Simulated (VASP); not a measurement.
A run of VASP 6.6.1 is set up as follows.

The input INCAR:

```
PREC = Accurate
ENCUT = 520
EDIFF = 1E-6
ISMEAR = 0
SIGMA = 0.15
LREAL = F
LASPH = T
NELM = 80
ALGO = Normal
ISIF = 2
LWAVE = F
LCHARG = F
GGA = PS
NBANDS = 18
```

File KPOINTS:

```
Automatic mesh
0
Gamma
  12 12 10
```

Contents of POSCAR:

```
PtSe2
1.0
    3.7240006046      0.0000000000      0.0000000000
   -1.8620003023      3.2250791273      0.0000000000
    0.0000000000      0.0000000000      5.0620000000
Pt Se
1 2
Direct
    0.0000000000      0.0000000000      0.0000000000
    0.2434819727      0.6008909055      0.1907348874
    0.6666666667      0.3333333333      0.7500000000
```

Potentials or basis: VASP PAW PBE potentials, release 64 (Pt, Se).

The run is started by

```console
$ cat potpaw_PBE.64/Pt/POTCAR potpaw_PBE.64/Se/POTCAR > POTCAR
$ mpirun -np 1 vasp_std > vasp.out
```

Task: Predict the largest force.

Result: 6.391 eV/Å.

Task: What does it give for the pressure?

Result: 19.3 GPa.

Stress tensor (GPa, compression positive):
```
13.03 -6.82  5.37
-6.82 30.21 10.05
 5.37 10.05 14.72
```

Caveat: the cell differs from its parent crystal (atom 2 (Se) moved by (-0.300, -0.300) A along [1 1 0] and z); the PAW data sets were made with another functional, which shifts forces and pressure a little.
